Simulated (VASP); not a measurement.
## Lu: single point with PBE

Crystal: Lu.

```
Lu
1.0
     3.50708    0.00000    0.00000
    -1.75354    3.03722    0.00000
     0.00000    0.00000    5.47729
Lu
2
Direct
  0.33333 0.66667 0.25000
  0.66667 0.33333 0.75000
```

```json
{
  "Program": "VASP 6.6.1",
  "Task": "single point",
  "Functional": "PBE",
  "Potentials or basis": "VASP PAW PBE potentials, release 64 (Lu)",
  "Cutoff": "520 eV",
  "k mesh": "10 × 10 × 6",
  "Occupations": "methfessel-paxton, width 0.1 eV",
  "Spin": "no spin polarisation"
}
```

```json
{
 "Pressure": "0.0 GPa",
 "Band gap on the k mesh": "zero (bands 25 and 26 overlap by 1.84 eV)"
}
```

Stress tensor (GPa, compression positive):
```
 0.26  0.00  0.00
 0.00  0.26  0.00
 0.00  0.00 -0.39
```

Levels at points of the mesh, in eV from the Fermi level:
```
           k point  band 23  band 24  band 25  band 26  band 27  band 28
(0.00, 0.00, 0.00)    -4.85    -2.38     0.67     2.20     2.20     2.63
(0.50, 0.00, 0.00)    -2.33    -1.37    -0.82    -0.35     1.61     1.87
(0.00, 0.00, 0.50)    -4.34    -4.34     1.23     1.23     2.10     2.10
(0.50, 0.00, 0.50)    -2.08    -2.08     0.11     0.11     1.38     1.38
```

It took 110 s on 1 thread of Intel(R) Xeon(R) 6975P-C (Granite Rapids) (shared host), peak memory 0.22 GiB.

Caveat: spin-orbit coupling is left out, which moves the levels of the heavy elements.
